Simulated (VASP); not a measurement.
# Ta3N5 (Cmcm) in VASP: a series of runs, part 2 of 2

VASP 6.6.1.

### Step 3. Single point, PBEsol

INCAR reads:

```
PREC = Accurate ; ENCUT = 520
EDIFF = 1E-6 ; ISMEAR = 0
SIGMA = 0.01 ; LREAL = Auto
LASPH = True ; NELM = 60
ALGO = Normal ; ISIF = 2
LWAVE = False ; LCHARG = False
GGA = PS ; NBANDS = 72
KPAR = 4
```

KPOINTS reads:

```
regular mesh
0
Gamma
  8 8 4
```

POSCAR reads:

```
Ta3N5
1.0
    1.9389053463     -5.1077448055      0.0000000000
    1.9389053463      5.1077448055      0.0000000000
    0.0000000000      0.0000000000     10.2371120362
Ta N
6 10
Direct
    0.8012116083      0.1987883917      0.2500000000
    0.1987883917      0.8012116083      0.7500000000
    0.8662958555      0.1337041445      0.5592912408
    0.1337041445      0.8662958555      0.0592912408
    0.1337041445      0.8662958555      0.4407087592
    0.8662958555      0.1337041445      0.9407087592
    0.2358282074      0.7641717926      0.2500000000
    0.7641717926      0.2358282074      0.7500000000
    0.9530009783      0.0469990217      0.1199322618
    0.0469990217      0.9530009783      0.6199322618
    0.0469990217      0.9530009783      0.8800677382
    0.9530009783      0.0469990217      0.3800677382
    0.6913043664      0.3086956336      0.0732926876
    0.3086956336      0.6913043664      0.5732926876
    0.3086956336      0.6913043664      0.9267073124
    0.6913043664      0.3086956336      0.4267073124
```

Potentials or basis: VASP PAW PBE potentials, release 64 (Ta_pv, N).

Started as:

```sh
$ cat potpaw_PBE.64/Ta_pv/POTCAR potpaw_PBE.64/N/POTCAR > POTCAR
$ mpirun -np 4 vasp_std > vasp.out
```

OUTCAR:

```text
PREC = Accurate
   ENCUT = 520
   EDIFF = 1E-6
   ISMEAR = 0
   LREAL = Auto
   LASPH = True
   NELM = 60
   ISIF = 2
   GGA = PS

 ion  position               nearest neighbor table
   1  0.801  0.199  0.250-   9 2.04  12 2.04   7 2.05   7 2.05  16 2.13  13 2.13   6 3.24   3 3.24
                             4 3.24   4 3.24   5 3.24   5 3.24
   2  0.199  0.801  0.750-  10 2.04  11 2.04   8 2.05   8 2.05  15 2.13  14 2.13   5 3.24   4 3.24
                             3 3.24   3 3.24   6 3.24   6 3.24
   3  0.866  0.134  0.559-  10 1.95  14 2.03  14 2.03  12 2.04   8 2.21  16 2.24   5 2.99   1 3.24
                             2 3.24   2 3.24   5 3.30   5 3.30
   4  0.134  0.866  0.059-   9 1.95  13 2.03  13 2.03  11 2.04   7 2.21  15 2.24   6 2.99   2 3.24
[... 2003 lines left out ...]
  external PRESSURE =       8.3899511 kB  Pullay stress =       0.0000000 kB

 VOLUME and BASIS-vectors are now :
 -----------------------------------------------------------------------------
  energy-cutoff  :      520.00
  volume of cell :      202.77
      direct lattice vectors                 reciprocal lattice vectors
     1.938905346 -5.107744806  0.000000000     0.257877467 -0.097890560  0.000000000
     1.938905346  5.107744806  0.000000000     0.257877467  0.097890560  0.000000000
     0.000000000  0.000000000 10.237112036     0.000000000  0.000000000  0.097683800

 POSITION                                       TOTAL-FORCE (eV/Angst)
 -----------------------------------------------------------------------------------
      1.93891     -3.07702      2.55928         0.000000      0.010529      0.000000
      1.93891      3.07702      7.67783         0.000000     -0.010529      0.000000
      1.93891     -3.74189      5.72553         0.000000      0.039374      0.007399
      1.93891      3.74189      0.60697         0.000000     -0.039374      0.007399
      1.93891      3.74189      4.51158         0.000000     -0.039374     -0.007399
      1.93891     -3.74189      9.63014         0.000000      0.039374     -0.007399
[... 8 lines left out ...]
      1.93891      1.95427      9.48681         0.000000     -0.015562      0.007043
      1.93891     -1.95427      4.36825         0.000000      0.015562      0.007043
 -----------------------------------------------------------------------------------
    total drift:                                0.000000      0.000000     -0.000000

  FREE ENERGIE OF THE ION-ELECTRON SYSTEM (eV)
  ---------------------------------------------------
  free  energy   TOTEN  =      -179.4295602112 eV

  energy  without entropy=     -179.4295602112  energy(sigma->0) =     -179.42956021
```

OSZICAR:

```text
N       E                     dE             d eps       ncg     rms          rms(c)
DAV:   1     0.110882717316E+04    0.11088E+04   -0.63541E+04  9072   0.163E+03
DAV:   2    -0.120161686819E+03   -0.12290E+04   -0.11847E+04 10632   0.473E+02
DAV:   3    -0.212641413783E+03   -0.92480E+02   -0.91561E+02 10552   0.124E+02
DAV:   4    -0.215095518127E+03   -0.24541E+01   -0.24411E+01 11080   0.207E+01
DAV:   5    -0.215162320588E+03   -0.66802E-01   -0.66699E-01 10752   0.308E+00    0.749E+01
DAV:   6    -0.180420946383E+03    0.34741E+02   -0.21529E+02 11472   0.508E+01    0.281E+01
DAV:   7    -0.179670431401E+03    0.75051E+00   -0.11947E+01 10816   0.128E+01    0.164E+01
DAV:   8    -0.179440898603E+03    0.22953E+00   -0.79915E-01 11264   0.450E+00    0.141E+00
DAV:   9    -0.179427734270E+03    0.13164E-01   -0.11829E-01 11880   0.143E+00    0.590E-01
DAV:  10    -0.179428832155E+03   -0.10979E-02   -0.15744E-02 10592   0.539E-01    0.304E-01
DAV:  11    -0.179429332482E+03   -0.50033E-03   -0.25669E-03 10648   0.215E-01    0.119E-01
DAV:  12    -0.179429529636E+03   -0.19715E-03   -0.42977E-04 11144   0.975E-02    0.312E-02
DAV:  13    -0.179429545624E+03   -0.15988E-04   -0.91906E-05 11528   0.435E-02    0.219E-02
DAV:  14    -0.179429559367E+03   -0.13742E-04   -0.29137E-05  9824   0.203E-02    0.637E-03
DAV:  15    -0.179429560211E+03   -0.84432E-06   -0.23727E-06  7752   0.796E-03
   1 F= -.17942956E+03 E0= -.17942956E+03  d E =-.441257E-84
```

stdout:

```text
POSCAR found type information on POSCAR TaN
 POSCAR found :  2 types and      16 ions
 scaLAPACK will be used
 -----------------------------------------------------------------------------
|                                                                             |
|                                                                             |
|     You enforced a specific xc type in the INCAR file but a different       |
|     I HOPE YOU KNOW WHAT YOU ARE DOING!                                     |
|                                                                             |
 -----------------------------------------------------------------------------

 LDA part: xc-table for (Slater+PW92), standard interpolation
 POSCAR, INCAR and KPOINTS ok, starting setup
 FFT: planning ... GRIDC
 FFT: planning ... GRID_SOFT
 FFT: planning ... GRID
 WAVECAR not read
 entering main loop
```

Wall time 21 min (4 MPI ranks of Intel Xeon Platinum 8259CL at 2.50GHz (Skylake/Cascade Lake), shared host); peak memory 0.74 GiB.

What came out:

| Property | Result |
| --- | --- |
| Free energy | -179.4296 eV |
| Pressure | 0.8 GPa |
| Largest force | 0.057 eV/Å |
| Band gap on the k mesh | 1.13 eV (least direct gap 1.39 eV) |

Forces on the atoms (eV/Å):
```
Ta   0.000  0.011  0.000
Ta   0.000 -0.011  0.000
Ta   0.000  0.039  0.007
Ta   0.000 -0.039  0.007
Ta   0.000 -0.039 -0.007
Ta   0.000  0.039 -0.007
N    0.000  0.004  0.000
N    0.000 -0.004  0.000
N    0.000  0.022  0.053
N    0.000 -0.022  0.053
N    0.000 -0.022 -0.053
N    0.000  0.022 -0.053
N    0.000  0.016 -0.007
N    0.000 -0.016 -0.007
N    0.000 -0.016  0.007
N    0.000  0.016  0.007
```

Caveat: the PAW data sets were made with another functional, which shifts forces and pressure a little; spin-orbit coupling is left out, which moves the levels of the heavy elements. A k mesh can miss the band edges.
